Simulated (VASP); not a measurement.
Set up this calculation in VASP 6.6.1, as the native input.

- Task: relaxation of cell and atoms
- Functional: PBE
- Potentials or basis: VASP PAW PBE potentials, release 64 (Pb_d)
- Cutoff: 600 eV
- k mesh: 12 × 12 × 6
- Occupations: gaussian, width 0.1 eV
- Spin: no spin polarisation
- Dipole correction: no
- Further INCAR settings: ALGO = Fast; EDIFF = 1e-07; IBRION = 2; EDIFFG = -0.01; NSW = 80; ISIF = 3

The structure of Pb lies in POSCAR:

```
Pb
1.0
    4.9396369572      0.0000000000      0.0000000000
   -2.4698184786      4.2778510904      0.0000000000
    0.0000000000      0.0000000000      8.3148448203
Pb
4
Direct
    0.6666666667      0.3333333333      0.0644491924
    0.3333333333      0.6666666667      0.5644491924
    0.6666666667      0.3333333333      0.4355508076
    0.3333333333      0.6666666667      0.9355508076
```

This isn't the form of Pb at room conditions, which is fcc.

These files were run (other wordings do the same):

INCAR

```
SYSTEM = Pb
ALGO = Fast
EDIFF = 1E-7
EDIFFG = -0.01
ENCUT = 600
GGA = PE
IBRION = 2
ISIF = 3
ISMEAR = 0
LASPH = .True.
LCHARG = .False.
LREAL = .False.
LWAVE = .False.
NELM = 100
NSW = 80
PREC = Accurate
SIGMA = 0.1
```

KPOINTS

```
k-points
0
Gamma
  12 12 6
  0 0 0
```

Potentials or basis: VASP PAW PBE potentials, release 64 (Pb_d).

The run is started by

```bash
$ cat potpaw_PBE.64/Pb_d/POTCAR > POTCAR
$ mpirun -np 1 vasp_std > vasp.out
```

Results of the run:

| Property | Result |
| --- | --- |
| Relaxed volume | 43.98 Å³/atom |
| Relaxed cell | a = 4.979 Å, b = 4.979 Å, c = 8.196 Å, α = 90.00°, β = 90.00°, γ = 120.00° |
| Space group after relaxing (to 0.1 Å) | P6_3/mmc (No. 194) |
| Energy gained by relaxing | 0.9 meV/atom |
| Ionic steps | 10 |
| Pressure after relaxing | 0.0 GPa |
| Band gap on the k mesh | zero (bands 28 and 29 overlap by 0.53 eV) |

Caveat: spin-orbit coupling is left out, which moves the levels of the heavy elements.

Run time: 65 min on 1 thread of Oxide Virtual Turin-like Processor (shared host), peak memory 0.58 GiB.
